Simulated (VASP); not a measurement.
Set up this calculation in VASP 6.6.1, as the native input.

```
Task                   : single point
Functional             : PBEsol
Dispersion             : D4
Potentials or basis    : VASP PAW PBE potentials, release 64 (Te, Sn_d)
Cutoff                 : 520 eV
k mesh                 : 7 × 7 × 7
Occupations            : fermi-dirac, width 0.05 eV
Spin                   : no spin polarisation
Dipole correction      : no
Further INCAR settings : ALGO = Normal; EDIFF = 1e-06; NBANDS = 17
```

The structure of SnTe lies in POSCAR:

```
SnTe
1.0
    0.0000000000      3.1717171644      3.1717171644
    3.1717171644      0.0000000000      3.1717171644
    3.1717171644      3.1717171644      0.0000000000
Te Sn
1 1
Direct
    0.5000000000      0.5000000000      0.5000000000
    0.0000000000      0.0000000000      0.0000000000
```

The input as run:

INCAR

```
SYSTEM = SnTe
ALGO = Normal
EDIFF = 1E-6
ENCUT = 520
GGA = PS
ISIF = 2
ISMEAR = -1
IVDW = 13
LASPH = .TRUE.
LCHARG = .FALSE.
LREAL = .FALSE.
LWAVE = .FALSE.
NBANDS = 17
NELM = 60
PREC = Accurate
SIGMA = 0.05
```

KPOINTS

```
k-points
0
G
  7 7 7
  0 0 0
```

Potentials or basis: VASP PAW PBE potentials, release 64 (Te, Sn_d).

The run is started by

```bash
$ cat potpaw_PBE.64/Te/POTCAR potpaw_PBE.64/Sn_d/POTCAR > POTCAR
$ mpirun -np 1 vasp_std > vasp.out
```

Results of the run:

```
Pressure                   : -2.4 GPa
Dispersion energy per atom : -0.248 eV
```

Caveat: the PAW data sets were made with another functional, which shifts forces and pressure a little.

Run time: 19 s on 1 thread of AMD EPYC 7R43 64-Core Processor (Zen 3) (shared host), peak memory 0.17 GiB.
